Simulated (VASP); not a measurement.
# CdS: single point with r2SCAN

The system is CdS.

```xyz
2
Lattice="0.1124 2.9634 2.9634 2.9634 0.1124 2.9634 2.9634 2.9634 0.1124" Properties=species:S:1:pos:R:3 pbc="T T T"
Cd    0.0260    0.0260    0.0260
S     1.4837    1.4837    1.4837
```

This cell differs from its parent crystal: epitaxial 111 strain -3.0%.

```json
{
 "Program": "VASP 6.6.1",
 "Task": "single point",
 "Functional": "r2SCAN",
 "Potentials or basis": "VASP PAW PBE potentials, release 64 (Cd, S)",
 "Cutoff": "520 eV",
 "k mesh": "8 × 8 × 8",
 "Occupations": "gaussian, width 0.01 eV",
 "Spin": "no spin polarisation"
}
```

| Property | Result |
| --- | --- |
| Pressure | 2.4 GPa |
| Largest force | 0.006 eV/Å |
| Band gap on the k mesh | 1.48 eV, direct |

Forces in eV/Å, atoms in the order of the input:
```
Cd   0.004  0.004  0.004
S   -0.004 -0.004 -0.004
```

Stress tensor (GPa, compression positive):
```
 2.37 -1.01 -1.01
-1.01  2.37 -1.01
-1.01 -1.01  2.37
```

Levels at points of the mesh, in eV from the valence-band top:
| k point | band 6 | band 7 | band 8 | band 9 | band 10 | band 11 | band 12 | band 13 |
| --- | --- | --- | --- | --- | --- | --- | --- | --- |
| (0.00, 0.00, 0.00) | -7.57 | -0.27 | 0.00 | 0.00 | 1.48 | 6.59 | 7.26 | 7.26 |
| (0.50, 0.00, 0.00) | -7.14 | -4.54 | -1.05 | -0.75 | 3.27 | 7.26 | 7.30 | 7.91 |
| (0.50, 0.50, 0.00) | -7.11 | -4.10 | -2.19 | -1.87 | 3.62 | 4.79 | 9.64 | 11.48 |
| (0.50, 0.50, 0.50) | -7.26 | -4.78 | -0.73 | -0.73 | 3.80 | 7.60 | 7.76 | 7.76 |

Run time: 90 s on 1 thread of Intel(R) Xeon(R) Platinum 8488C (Sapphire Rapids), on a shared host, peak memory 0.21 GiB.

Caveat: the cell differs from its parent crystal (epitaxial 111 strain -3.0%); the PAW data sets were made with another functional, which shifts forces and pressure a little.
